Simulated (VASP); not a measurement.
# Al7As8 (a cell with a defect) in VASP: a series of runs, part 2 of 2

VASP 6.6.1. Earlier steps stand in the parts before.

## Step 3: Single point, PBEsol

INCAR

```
SYSTEM = Al7As8
ALGO = Normal
EDIFF = 1E-6
ENCUT = 520
GGA = PS
ISIF = 2
ISMEAR = -1
LASPH = .True.
LCHARG = .False.
LREAL = Auto
LWAVE = .False.
NBANDS = 44
NELM = 80
PREC = Accurate
SIGMA = 0.05
```

KPOINTS

```
k-points
0
Gamma
  2 2 2
  0 0 0
```

POSCAR

```
Al7As8
1.0
    0.0000000000      5.6857465000      5.6857465000
    5.6857465000      0.0000000000      5.6857465000
    5.6857465000      5.6857465000      0.0000000000
Al As
7 8
Direct
    0.0328048393     -0.0040251531      0.0114095836
    0.0094112532      0.0076074443      0.5113912483
   -0.0377438565      0.4923145976      0.0064341595
   -0.0032573559      0.5007811199      0.4986992473
    0.4509651459      0.2786521524     -0.0470315551
    0.5094455935     -0.0040127536      0.5347678621
    0.5044684986      0.4923211051      0.4642280482
    0.1653727439      0.1260477406      0.1315664531
    0.1367651548      0.1270086522      0.6387296725
    0.1008224690      0.6213034647      0.1192404551
    0.1199767700      0.6286871038      0.6219425189
    0.6570297322      0.1832528939      0.1589929308
    0.6295857545      0.1260573260      0.6673565204
    0.5991407637      0.5370048594      0.1011085352
    0.6172912387      0.6213234269      0.6027677280
```

Potentials or basis: VASP PAW PBE potentials, release 64 (Al, As).

Command:

```sh
$ cat potpaw_PBE.64/Al/POTCAR potpaw_PBE.64/As/POTCAR > POTCAR
$ mpirun -np 1 vasp_std > vasp.out
```

OUTCAR:

```text
SYSTEM = Al7As8
   EDIFF = 1E-6
   ENCUT = 520
   GGA = PS
   ISIF = 2
   ISMEAR = -1
   LASPH = .True.
   LREAL = Auto
   NELM = 80
   PREC = Accurate

 ion  position               nearest neighbor table
   1  0.033  0.996  0.011-   9 2.45   8 2.51  10 2.52  12 2.54
   2  0.009  0.008  0.511-   9 2.46  11 2.50   8 2.50  13 2.50
[... 586 lines left out ...]
  energy-cutoff  :      520.00
  volume of cell :      367.61
      direct lattice vectors                 reciprocal lattice vectors
     0.000000000  5.685746500  5.685746500    -0.087939200  0.087939200  0.087939200
     5.685746500  0.000000000  5.685746500     0.087939200 -0.087939200  0.087939200
     5.685746500  5.685746500  0.000000000     0.087939200  0.087939200 -0.087939200

 POSITION                                       TOTAL-FORCE (eV/Angst)
 -----------------------------------------------------------------------------------
      5.72773      0.25139      5.84938         0.002556      0.003321     -0.005214
      2.95089      2.96115      0.09676         0.000008      0.000515     -0.001777
      2.83576      5.50773      8.27032         0.001482     -0.001815      0.011346
      5.68279      8.50270      8.51454        -0.002075     -0.006808     -0.002299
      7.00268      7.98241      4.14842         0.005850     -0.009907      0.005242
      8.70349      5.93713      8.55951        -0.007719      0.002253      0.003417
      5.43870      5.50776      5.66749         0.007482     -0.004269      0.004088
      1.46473      1.68832      1.65694        -0.011839      0.013520     -0.002159
      4.35379      4.40927      1.49975         0.001676      0.004161     -0.003447
      4.21055      1.25122      4.10583        -0.008138     -0.000816      0.005994
      7.11076      4.21837      4.25671         0.000545      0.010121      0.002788
      1.94592      4.63970      4.77763        -0.028295      0.012839     -0.024325
      4.51115      7.37409      4.29640         0.002854      0.013614     -0.013178
      3.62815      3.98144      6.45984         0.026614     -0.034704      0.028659
      6.95987      6.93695      7.04245         0.008997     -0.002025     -0.009137
 -----------------------------------------------------------------------------------
    total drift:                                0.024556      0.020010      0.008614

  FREE ENERGIE OF THE ION-ELECTRON SYSTEM (eV)
  ---------------------------------------------------
  free  energy   TOTEN  =       -72.0938322707 eV

  energy  without entropy=      -72.0597045097  energy(sigma->0) =      -72.07676839
```

OSZICAR:

```text
N       E                     dE             d eps       ncg     rms          rms(c)
DAV:   1     0.197900474526E+03    0.19790E+03   -0.21800E+04   704   0.110E+03
DAV:   2    -0.525496292510E+02   -0.25045E+03   -0.23867E+03   864   0.165E+02
DAV:   3    -0.734591958685E+02   -0.20910E+02   -0.20597E+02   880   0.472E+01
DAV:   4    -0.739257995218E+02   -0.46660E+00   -0.46549E+00   872   0.792E+00
DAV:   5    -0.739367752724E+02   -0.10976E-01   -0.10973E-01   976   0.127E+00    0.841E+00
DAV:   6    -0.724083444935E+02    0.15284E+01   -0.22405E+00   816   0.408E+00    0.469E+00
DAV:   7    -0.721084133632E+02    0.29993E+00   -0.12858E+00   816   0.308E+00    0.160E+00
DAV:   8    -0.720930205988E+02    0.15393E-01   -0.11798E-01   800   0.116E+00    0.457E-01
DAV:   9    -0.720933038808E+02   -0.28328E-03   -0.17743E-02   800   0.511E-01    0.171E-01
DAV:  10    -0.720934987321E+02   -0.19485E-03   -0.16787E-03   832   0.147E-01    0.127E-01
DAV:  11    -0.720937645072E+02   -0.26578E-03   -0.44400E-04   792   0.749E-02    0.384E-02
DAV:  12    -0.720938168140E+02   -0.52307E-04   -0.79510E-05   792   0.325E-02    0.153E-02
DAV:  13    -0.720938293343E+02   -0.12520E-04   -0.16457E-05   800   0.144E-02    0.451E-03
DAV:  14    -0.720938317360E+02   -0.24017E-05   -0.42798E-06   784   0.661E-03    0.206E-03
DAV:  15    -0.720938322707E+02   -0.53466E-06   -0.74802E-07   568   0.308E-03
   1 F= -.72093832E+02 E0= -.72076768E+02  d E =-.341278E-01
```

Run time: 4.2 min. Hardware: 1 thread of Intel Xeon Platinum 8259CL at 2.50GHz (Skylake/Cascade Lake), shared host; peak memory 0.49 GiB.

Results:

```
Free energy   : -72.0938 eV
Pressure      : -3.0 GPa
Largest force : 0.052 eV/Å
```

Forces in eV/Å, atoms in the order of the input:
```
Al   0.003  0.003 -0.005
Al   0.000  0.001 -0.002
Al   0.001 -0.002  0.011
Al  -0.002 -0.007 -0.002
Al   0.006 -0.010  0.005
Al  -0.008  0.002  0.003
Al   0.007 -0.004  0.004
As  -0.012  0.014 -0.002
As   0.002  0.004 -0.003
As  -0.008 -0.001  0.006
As   0.001  0.010  0.003
As  -0.028  0.013 -0.024
As   0.003  0.014 -0.013
As   0.027 -0.035  0.029
As   0.009 -0.002 -0.009
```

Caveat: the k points lie up to 0.48 Å⁻¹ apart; the PAW data sets were made with another functional, which shifts forces and pressure a little.

## Step 4: Single point, PBEsol

INCAR

```
  ALGO = Normal
  EDIFF = 1E-7
  ENCUT = 520
  GGA = PS
  ISIF = 2
  ISMEAR = -1
  LASPH = True
  LCHARG = False
  LREAL = Auto
  LWAVE = False
  NBANDS = 44
  NELM = 80
  PREC = Accurate
  SIGMA = 0.05
```

KPOINTS

```
k-points
0
Gamma
  2 2 2
```

POSCAR

```
Al7As8
1.0
    0.0000000000      5.6857465000      5.6857465000
    5.6857465000      0.0000000000      5.6857465000
    5.6857465000      5.6857465000      0.0000000000
Al As
7 8
Direct
    0.0302779063      0.0050569437      0.0030369803
    0.0055814131     -0.0001390319      0.5074928156
   -0.0080378188      0.4725273981     -0.0062584570
   -0.0110824498      0.5040020690      0.4909452083
    0.4539154181      0.4765965208     -0.0441115340
    0.5009875132      0.0050964284      0.5321589698
    0.4916175915      0.4727148845      0.4938600411
    0.1889399220      0.1051127587      0.1182957242
    0.1275374307      0.1309688183      0.6295846113
    0.0856178692      0.6348198077      0.1141270544
    0.1148707562      0.6258393687      0.6169794942
    0.6578558330      0.1746065358      0.1597782279
    0.6164007664      0.1052787879      0.6905424820
    0.6251958296      0.5117994620      0.1271326465
    0.6120937682      0.6348526091      0.5875826508
```

Command:

```sh
$ cat potpaw_PBE.64/Al/POTCAR potpaw_PBE.64/As/POTCAR > POTCAR
$ mpirun -np 1 vasp_std > vasp.out
```

It took 4.5 min on 1 thread of Intel Xeon Platinum 8259CL at 2.50GHz (Skylake/Cascade Lake), shared host; peak memory 0.49 GiB.

The run converged. Its results:

* Free energy: -72.6311 eV
* Pressure: -1.7 GPa
* Largest force: 0.480 eV/Å

Forces in eV/Å, atoms in the order of the input:
```
Al  -0.036 -0.058 -0.068
Al  -0.044 -0.035 -0.045
Al  -0.017  0.041  0.037
Al  -0.022  0.006 -0.023
Al   0.328  0.115  0.331
Al  -0.067 -0.058 -0.035
Al   0.036  0.042 -0.019
As  -0.040 -0.037 -0.068
As  -0.045 -0.033 -0.039
As  -0.008  0.032  0.014
As  -0.021  0.013 -0.020
As  -0.176 -0.068 -0.180
As  -0.062 -0.043 -0.044
As   0.156  0.053  0.163
As   0.017  0.031 -0.004
```

Stress tensor (GPa, compression positive):
```
-2.32  0.26  0.81
 0.26 -0.36  0.25
 0.81  0.25 -2.32
```

Levels at points of the mesh, in eV from the Fermi level:
```csv
k point,band 28,band 29,band 30,band 31,band 32,band 33
"(0.00, 0.00, 0.00)",-0.41,-0.37,-0.16,0.35,1.05,1.47
"(0.50, 0.00, 0.00)",-0.87,-0.45,-0.43,-0.37,1.91,2.13
"(0.00, 0.50, 0.00)",-0.66,-0.43,-0.33,0.34,1.47,2.22
"(0.00, 0.00, 0.50)",-0.87,-0.45,-0.43,-0.37,1.91,2.13
"(0.50, 0.50, 0.50)",-0.83,-0.53,-0.33,0.32,1.78,2.15
"(0.50, 0.50, 0.00)",-0.98,-0.75,-0.51,-0.33,2.25,2.44
"(0.00, 0.50, 0.50)",-0.98,-0.75,-0.51,-0.33,2.25,2.44
"(0.50, 0.00, 0.50)",-1.14,-0.88,-0.52,0.16,2.09,2.28
```

Caveat: the k points lie up to 0.48 Å⁻¹ apart; the PAW data sets were made with another functional, which shifts forces and pressure a little.
